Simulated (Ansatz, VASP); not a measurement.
# Sb: VASP beside Ansatz

File POSCAR:

```
Sb
1.0
    3.2390000000      0.0000000000      0.0000000000
    0.0000000000      3.2390000000      0.0000000000
    0.0000000000      0.0000000000      3.1600000000
Sb
1
Direct
    0.0000000000      0.0000000000      0.0000000000
```

INCAR.step1

```
PREC     = Accurate       # precision mode
ENCUT    = 520            # plane-wave cutoff, eV
ISMEAR   = 0              # smearing method
SIGMA    = 0.15           # smearing width, eV
LREAL    = False          # projectors in reciprocal space
LASPH    = True           # aspherical terms in the spheres
NELM     = 60             # most SCF steps
NBANDS   = 8              # bands
GGA      = PE             # functional
ALGO     = Normal         # electronic algorithm
EDIFF    = 1E-4           # SCF threshold, eV
LWAVE    = True           # write WAVECAR
LCHARG   = False          # write CHGCAR
```

INCAR.step2

```
PREC     = Accurate       # precision mode
ENCUT    = 520            # plane-wave cutoff, eV
EDIFF    = 1E-6           # SCF threshold, eV
ISMEAR   = 0              # smearing method
SIGMA    = 0.15           # smearing width, eV
LREAL    = False          # projectors in reciprocal space
LASPH    = True           # aspherical terms in the spheres
NELM     = 60             # most SCF steps
ALGO     = Normal         # electronic algorithm
ISIF     = 2              # what is computed and relaxed
LWAVE    = False          # write WAVECAR
LCHARG   = False          # write CHGCAR
METAGGA  = R2SCAN         # meta-GGA
LMIXTAU  = True         
NBANDS   = 8              # bands
ISTART   = 1
```

KPOINTS

```
Automatic mesh
0
Gamma
  16 16 16
```

Input for Ansatz:

```yaml
crystal:
  lattice:
    - [3.239, 0.0, 0.0]
    - [0.0, 3.239, 0.0]
    - [0.0, 0.0, 3.16]
  atoms:
    - { symbol: Sb, position: [0.0, 0.0, 0.0] }
basis:
  ecutwfc: 500
kpoints:
  mp_grid: { grid: [16, 16, 16] }
hamiltonian:
  xc: r2scan
scf:
  occupations: { method: gaussian, width: 0.15 }
output:
  forces: true
  stress: true
  eigenvalues: true
```

Change from the starting cell: strain +0.025 along x and y, +0.000 along z, atoms carried along.

Alike in both runs: task single point; functional r2SCAN; k mesh 16 × 16 × 16; occupations gaussian, width 0.15 eV; no spin polarisation.

|  | VASP | Ansatz |
| --- | --- | --- |
| version | VASP 6.6.1 | Ansatz 0.2.0 |
| potentials or method | VASP PAW PBE potentials, release 64 (Sb), cutoff 520 eV | scalar-relativistic, plane waves, PAW |
| valence electrons in the cell | 5 | 15 |

```tsv
	VASP	Ansatz	Ansatz less VASP
gap on the k mesh at the Fermi level (eV)	none	none	-
pressure (GPa)	-5.6	-5.5	+0.03
traceless stress, the component that is largest in VASP (GPa)	0.93	0.92	-0.003
```

VASP's potentials were made for PBE, not for r2SCAN. A gap of «none» marks a metal or a gap that the smearing closes. VASP's potentials hold 5 valence electrons a cell and Ansatz's 15, so a difference there can come from the potentials and not from the codes.

Neither program's run includes spin-orbit coupling.
